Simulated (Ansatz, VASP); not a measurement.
**Ge in VASP and in Ansatz**

```xyz
1
Lattice="2.7300 0.0000 0.0000 0.0000 2.7300 0.0000 0.0000 0.0000 2.7300" Properties=species:S:1:pos:R:3 pbc="T T T"
Ge    0.0000    0.0000    0.0000
```

Alike in both runs: functional revPBE; k mesh 11 × 11 × 11; occupations fermi-dirac, width 0.1 eV; no spin polarisation.

Ansatz relaxed the structure, and its values are those at the end. VASP's run is a single point on that final structure, the one shown.

```csv
,VASP,Ansatz
version,VASP 6.6.1,Ansatz 0.2.0
potentials or method,"VASP PAW PBE potentials, release 64 (Ge_d), cutoff 520 eV","plane waves (420 eV) with PAW, scalar-relativistic"
valence electrons in the cell,14,14
```

VASP gave:

```
pressure (GPa) : -0.1
```

Task: Which values does Ansatz return?

Result: Pressure (GPa): 0.0.

VASP's potentials were made for PBE, not for revPBE. With one functional, cell and mesh, what is left measures potentials, basis and numerics.
